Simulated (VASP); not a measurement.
# TiB2 (P6/mmm) in VASP: notebook, part 2 of 2

VASP 6.6.1. Earlier steps stand in the parts before.

### 5 Single point, PBEsol

This run uses another cell than the first one, of 8.55 Å³/atom, 1.136 times its volume.

Contents of INCAR:

```
  PREC = Accurate
  ENCUT = 520
  EDIFF = 1E-6
  ISMEAR = 1
  SIGMA = 0.1
  LREAL = F
  LASPH = T
  NELM = 100
  ALGO = Normal
  ISIF = 2
  LWAVE = F
  LCHARG = T
  GGA = PS
  LELF = T
  LVHAR = T
  NBANDS = 16
```

Contents of KPOINTS:

```
Automatic mesh
0
Gamma
  11 11 9
```

Contents of POSCAR:

```
TiB2
1.0
    3.0292000000      0.0000000000      0.0000000000
   -1.5146000000      2.6233640000      0.0000000000
    0.0000000000      0.0000000000      3.2284000000
Ti B
1 2
Direct
    0.0000000000      0.0000000000      0.0000000000
    0.3333333333      0.6666666667      0.5000000000
    0.6666666667      0.3333333333      0.5000000000
```

Potentials or basis: VASP PAW PBE potentials, release 64 (Ti_sv, B).

The run is started by

```bash
> cat potpaw_PBE.64/Ti_sv/POTCAR potpaw_PBE.64/B/POTCAR > POTCAR
> mpirun -np 1 vasp_std > vasp.out
```

OUTCAR:

```text
PREC = Accurate
   ENCUT = 520
   EDIFF = 1E-6
   ISMEAR = 1
   LREAL = F
   LASPH = T
   NELM = 100
   ISIF = 2
   GGA = PS

 ion  position               nearest neighbor table
   1  0.000  0.000  0.000-   2 2.38   2 2.38   3 2.38   3 2.38   2 2.38   3 2.38   2 2.38   3 2.38
                             3 2.38   3 2.38   2 2.38   2 2.38
   2  0.333  0.667  0.500-   3 1.75   3 1.75   3 1.75   1 2.38   1 2.38   1 2.38   1 2.38   1 2.38
                             1 2.38
   3  0.667  0.333  0.500-   2 1.75   2 1.75   2 1.75   1 2.38   1 2.38   1 2.38   1 2.38   1 2.38
                             1 2.38

  LATTYP: Found a hexagonal cell.
 ALAT       =     3.0292000000
 C/A-ratio  =     1.0657599366

  Lattice vectors:

 A1 = (   3.0292000000,   0.0000000000,   0.0000000000)
 A2 = (  -1.5146000000,   2.6233640000,   0.0000000000)
 A3 = (   0.0000000000,   0.0000000000,   3.2284000000)

Analysis of symmetry for initial positions (statically):
=====================================================================
 Subroutine PRICEL returns:
 Original cell was already a primitive cell.

 Routine SETGRP: Setting up the symmetry group for a
 hexagonal supercell.

 Subroutine GETGRP returns: Found 24 space group operations
 (whereof 24 operations were pure point group operations)
 out of a pool of 24 trial point group operations.

The static configuration has the point symmetry D_6h.

Analysis of symmetry for dynamics (positions and initial velocities):
=====================================================================
 Subroutine PRICEL returns:
 Original cell was already a primitive cell.

 Routine SETGRP: Setting up the symmetry group for a
 hexagonal supercell.

 Subroutine GETGRP returns: Found 24 space group operations
 (whereof 24 operations were pure point group operations)
 out of a pool of 24 trial point group operations.

The dynamic configuration has the point symmetry D_6h.

 Subroutine INISYM returns: Found 24 space group operations
 (whereof 24 operations are pure point group operations),
 and found     1 'primitive' translations

----------------------------------------------------------------------------------------

                                     Primitive cell

  volume of cell :      25.6551

  direct lattice vectors                    reciprocal lattice vectors
     3.029200000  0.000000000  0.000000000     0.330120164  0.190594977  0.000000000
    -1.514600000  2.623364000  0.000000000     0.000000000  0.381189953  0.000000000
     0.000000000  0.000000000  3.228400000     0.000000000  0.000000000  0.309750960

  length of vectors
     3.029200000  3.029199867  3.228400000     0.381189936  0.381189953  0.309750960

  position of ions in fractional coordinates (direct lattice)
     0.000000000  0.000000000  0.000000000
     0.333333333  0.666666667  0.500000000
     0.666666667  0.333333333  0.500000000

  ion indices of the primitive-cell ions
   primitive index   ion index
                 1           1
                 2           2
                 3           3

----------------------------------------------------------------------------------------

 KPOINTS: Automatic mesh

Automatic generation of k-mesh.
 Grid dimensions read from file:
 generate k-points for:   11   11    9

 Generating k-lattice:

  Cartesian coordinates                     Fractional coordinates (reciprocal lattice)
     0.030010924  0.017326816  0.000000000     0.090909091  0.000000000  0.000000000
     0.000000000  0.034653632  0.000000000     0.000000000  0.090909091  0.000000000
     0.000000000  0.000000000  0.034416773     0.000000000  0.000000000  0.111111111

  Length of vectors
     0.034653631  0.034653632  0.034416773

  Shift w.r.t. Gamma in fractional coordinates (k-lattice)
     0.000000000  0.000000000  0.000000000

 Subroutine IBZKPT returns following result:
 ===========================================

 Found     80 irreducible k-points:

 Following reciprocal coordinates:
            Coordinates               Weight
  0.000000  0.000000  0.000000      1.000000
  0.090909  0.000000  0.000000      6.000000
  0.181818 -0.000000  0.000000      6.000000
  0.272727 -0.000000  0.000000      6.000000
  0.363636 -0.000000  0.000000      6.000000
  0.454545  0.000000  0.000000      6.000000
[... 16 lines left out ...]
  0.090909  0.090909  0.111111     12.000000
  0.181818  0.090909  0.111111     24.000000
 [... further k-points ...]
   k-points           NKPTS =     80   k-points in BZ     NKDIM =     80   number of bands    NBANDS=     16
   number of dos      NEDOS =    301   number of ions     NIONS =      3
   total plane-waves  NPLWV =  13824
   dimension x,y,z NGX =    24 NGY =   24 NGZ =   24
   dimension x,y,z NGXF=    48 NGYF=   48 NGZF=   48
   ions per type =               1   2
   NGX,Y,Z   is equivalent  to a cutoff of  13.17, 13.17, 12.36 a.u.
   NGXF,Y,Z  is equivalent  to a cutoff of  26.34, 26.34, 24.72 a.u.
 SYSTEM =  unknown system
   PREC   = accura    normal or accurate (medium, high low for compatibility)
   ISTART =      0    job   : 0-new  1-cont  2-samecut
   ICHARG =      2    charge: 1-file 2-atom 10-const
   ISPIN  =      1    spin polarized calculation?
   LNONCOLLINEAR =      F non collinear calculations
   LSORBIT =      F    spin-orbit coupling
   LASPH  =      T    aspherical Exc in radial PAW
   ENCUT  =  520.0 eV  38.22 Ry    6.18 a.u.   5.63  5.63  6.00*2*pi/ulx,y,z
   NELM   =    100;   NELMIN=  2; NELMDL= -5     # of ELM steps
   EDIFF  = 0.1E-05   stopping-criterion for ELM
   LREAL  =      F    real-space projection
   EDIFFG = 0.1E-04   stopping-criterion for IOM
   NSW    =      0    number of steps for IOM
   IBRION =     -1    ionic relax: 0-MD 1-quasi-New 2-CG
   NFREE  =      0    steps in history (QN), initial steepest desc. (CG)
   ISIF   =      2    stress and relaxation
   ISYM   =      2    0-nonsym 1-usesym 2-fastsym
   POTIM  = 0.5000    time-step for ionic-motion
   TEBEG  =    0.0;   TEEND  =   0.0 temperature during run
   PSTRESS=    0.0 pullay stress
   NELECT =      18.0000    total number of electrons
   NUPDOWN=      -1.0000    fix difference up-down
   EMIN   =  10.00;   EMAX   =-10.00  energy-range for DOS
   EFERMI =   0.00;   METHOD = LEGACY
   ISMEAR =     1;   SIGMA  =   0.10  broadening in eV -4-tet -1-fermi 0-gaus
   EFERMI_NEDOS =   21; number of points for ismear=-14 and -15
   IALGO  =     38    algorithm
   IMIX   =      4    mixing-type and parameters
     AMIX     =   0.40;   BMIX     =  1.00
     AMIX_MAG =   1.60;   BMIX_MAG =  1.00
  volume/ion in A,a.u.               =       8.55        57.71
  Fermi-wavevector in a.u.,A,eV,Ry     =   1.454703  2.748990 28.792123  2.116161
  Thomas-Fermi vector in A             =   2.571823
   LORBIT       =      0    0 simple, 1 ext, 2 COOP (PROOUT), +10 PAW based schemes
   GGA     = PS    functional components
   LHFCALC =     F    Hartree Fock is set to
   AEXX    =    0.0000 exact exchange contribution
   IVDW    =     0    specifies the selected vdW correction
   LEPSILON=     F    determine dielectric tensor
   LRPA    =     F    only Hartree local field effects (RPA)
 non-spin polarized calculation
 Methfessel and Paxton  Order N= 1 SIGMA  =   0.10
  energy-cutoff  :      520.00
  volume of cell :       25.66
 maximum number of plane-waves:       721
 NGX is ok and might be reduce to    24
   NGX = 11   NGY = 11   NGZ = 13

 number of electron      18.0000002 magnetization

 Free energy of the ion-electron system (eV)
  ---------------------------------------------------
  ext. energy  EPLUGINS =         0.00000000
  ---------------------------------------------------
  free energy    TOTEN  =       -25.78324000 eV

  energy without entropy =      -25.78278589  energy(sigma->0) =      -25.78308863

 E-fermi :   9.8755     XC(G=0): -12.8721

 val. band max:        9.8574645156   @ k =   0.1818   0.1818   0.1111
 cond. band min:       9.8841340669   @ k =   0.0909   0.0000   0.3333
 fundamental gap:      0.0266695513
 Fermi energy:         9.8754918169

 k-point     1 :       0.0000    0.0000    0.0000
  band No.  band energies     occupation
      1     -46.7986      2.00000
      2     -23.2556      2.00000
      3     -22.9379      2.00000
      4     -22.9379      2.00000
      5      -3.5618      2.00000
      6       7.3132      2.00000
[... 8 lines left out ...]
     15      15.6746      0.00000
     16      16.8840      0.00000
[... 419 lines left out ...]
 k-point    24 :       0.1818    0.0909    0.1111
  band No.  band energies     occupation
      1     -46.7706      2.00000
      2     -23.2452      2.00000
      3     -23.1253      2.00000
      4     -22.9879      2.00000
      5      -2.3508      2.00000
      6       5.0316      2.00000
[... 8 lines left out ...]
     15      17.7948      0.00000
     16      18.9284      0.00000

 [... further k-points ...]
[... 5 lines left out ...]
  --------------------------------------------------------------------------------------
  -------------------------------------------------------------------------------------
  Total       -0.5985632     -0.5985631     -1.0735445      0.0000000     -0.0000000     -0.0000000
  in kB      -37.3806423    -37.3806379    -67.0435157      0.0000000     -0.0000000     -0.0000000
  external PRESSURE =     -47.2682653 kB  Pullay stress =       0.0000000 kB

 VOLUME and BASIS-vectors are now :
 -----------------------------------------------------------------------------
  energy-cutoff  :      520.00
  volume of cell :       25.66
      direct lattice vectors                 reciprocal lattice vectors
     3.029200000  0.000000000  0.000000000     0.330120164  0.190594977  0.000000000
    -1.514600000  2.623364000  0.000000000     0.000000000  0.381189953  0.000000000
     0.000000000  0.000000000  3.228400000     0.000000000  0.000000000  0.309750960

 POSITION                                       TOTAL-FORCE (eV/Angst)
 -----------------------------------------------------------------------------------
      0.00000      0.00000      0.00000        -0.000000      0.000000      0.000000
     -0.00000      1.74891      1.61420         0.000000     -0.000000      0.000000
      1.51460      0.87445      1.61420        -0.000000      0.000000      0.000000
 -----------------------------------------------------------------------------------
    total drift:                               -0.000000      0.000000      0.000000

  FREE ENERGIE OF THE ION-ELECTRON SYSTEM (eV)
  ---------------------------------------------------
  free  energy   TOTEN  =       -25.7832399959 eV

  energy  without entropy=      -25.7827858859  energy(sigma->0) =      -25.78308863
```

OSZICAR:

```text
N       E                     dE             d eps       ncg     rms          rms(c)
DAV:   1     0.119126454550E+03    0.11913E+03   -0.90253E+03  2568   0.129E+03
DAV:   2    -0.239470177857E+02   -0.14307E+03   -0.13860E+03  2768   0.340E+02
DAV:   3    -0.306849481846E+02   -0.67379E+01   -0.66727E+01  3760   0.724E+01
DAV:   4    -0.308536343940E+02   -0.16869E+00   -0.16851E+00  3024   0.101E+01
DAV:   5    -0.308588970756E+02   -0.52627E-02   -0.52625E-02  3824   0.154E+00    0.170E+01
DAV:   6    -0.257923387454E+02    0.50666E+01   -0.20037E+01  3656   0.487E+01    0.377E+00
DAV:   7    -0.257847460757E+02    0.75927E-02   -0.10060E+00  2768   0.114E+01    0.339E+00
DAV:   8    -0.257864534882E+02   -0.17074E-02   -0.84993E-02  4136   0.245E+00    0.678E-01
DAV:   9    -0.257836683061E+02    0.27852E-02   -0.35277E-02  3232   0.236E+00    0.234E-01
DAV:  10    -0.257832236843E+02    0.44462E-03   -0.24377E-03  3152   0.602E-01    0.610E-02
DAV:  11    -0.257832720041E+02   -0.48320E-04   -0.46229E-04  3560   0.241E-01    0.620E-02
DAV:  12    -0.257832398878E+02    0.32116E-04   -0.13030E-04  2944   0.146E-01    0.140E-02
DAV:  13    -0.257832399959E+02   -0.10809E-06   -0.51923E-06  3192   0.190E-02
   1 F= -.25783240E+02 E0= -.25783089E+02  d E =-.454110E-03
```

Run time: 19 s. Hardware: 1 thread of AMD EPYC 9R45 (Zen 5), shared host; peak memory 0.13 GiB.

What came out:

```
Free energy            : -25.7832 eV
Pressure               : -4.7 GPa
Band gap on the k mesh : zero (band 9 reaches 10.08 eV, above the bottom of band 10 at 9.64 eV)
```

Levels at points of the mesh, in eV from the Fermi level:
```
           k point  band 6  band 7  band 8  band 9  band 10  band 11  band 12  band 13
(0.00, 0.00, 0.00)   -2.56   -2.56   -2.27   -2.12     1.92     1.92     3.71     3.71
```

Caveat: the PAW data sets were made with another functional, which shifts forces and pressure a little.

### 6 The runs side by side

| cell | gap on the mesh (eV) | pressure (GPa) |
| --- | --- | --- |
| a = 2.903, b = 2.903, c = 3.094 Å, angles 90.0, 90.0, 120.0°, 3 atoms | none | 35.8 |
| a = 2.946, b = 2.946, c = 3.140 Å, angles 90.0, 90.0, 120.0°, 3 atoms | none | 19.6 |
| a = 2.988, b = 2.988, c = 3.185 Å, angles 90.0, 90.0, 120.0°, 3 atoms | none | 6.2 |
| a = 3.029, b = 3.029, c = 3.228 Å, angles 90.0, 90.0, 120.0°, 3 atoms | none | -4.7 |

Alike in all rows: task single point; level PBEsol; potentials or basis VASP PAW PBE potentials, release 64 (Ti_sv, B); no spin polarisation; k mesh 11 × 11 × 9; cutoff (eV) 520; smearing methfessel-paxton 0.1 eV.

Caveats: the PAW data sets were made with another functional, which shifts forces and pressure a little.

Total energies depend on the potentials used, so only differences within one code and one set of settings carry meaning.
